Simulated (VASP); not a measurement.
Here is a VASP 6.6.1 calculation.

File INCAR:

```
SYSTEM = CuO
PREC = Accurate
ENCUT = 600
EDIFF = 1E-6
ISMEAR = 0
SIGMA = 0.05
LREAL = .False.
LASPH = .True.
NELM = 150
ALGO = Normal
ISIF = 4
LWAVE = .False.
LCHARG = .False.
ISPIN = 2
MAGMOM = 0.66 0.66 0 0
LORBIT = 11
LMAXMIX = 4
LDAU = .True.
LDAUTYPE = 2
LDAUL = 2 -1
LDAUU = 4 0
LDAUJ = 0 0
LDAUPRINT = 1
GGA = B5
ALDAX = 1.0
AGGAX = 1.0
AGGAC = 1.0
ALDAC = 0.0
IVDW = 12
VDW_S6 = 1.0
VDW_S8 = 2.6996
VDW_A1 = 0.4298
VDW_A2 = 4.2359
IBRION = 2
NSW = 60
EDIFFG = -0.02
```

The input KPOINTS:

```
regular mesh
0
Gamma
  8 8 6
  0 0 0
```

The input POSCAR:

```
CuO
1.0
    2.2979098932     -1.7284416677      0.0258106992
    2.2979098932      1.7284416677      0.0258106992
   -0.7783355832      0.0000000000      5.0947203594
Cu O
2 2
Direct
    0.0000000000      0.5000000000      0.0000000000
    0.5000000000      0.0000000000      0.5000000000
    0.5660038601      0.4339961399      0.2500000000
    0.4339961399      0.5660038601      0.7500000000
```

Potentials or basis: VASP PAW PBE potentials, release 64 (Cu, O).

Run with:

```console
$ cat potpaw_PBE.64/Cu/POTCAR potpaw_PBE.64/O/POTCAR > POTCAR
$ mpirun -np 1 vasp_std > vasp.out
```

(1) Estimate the band gap on the k mesh.

(2) Predict the dispersion energy per atom.

Results:

(1) zero (filled and empty bands overlap).

(2) -0.610 eV.
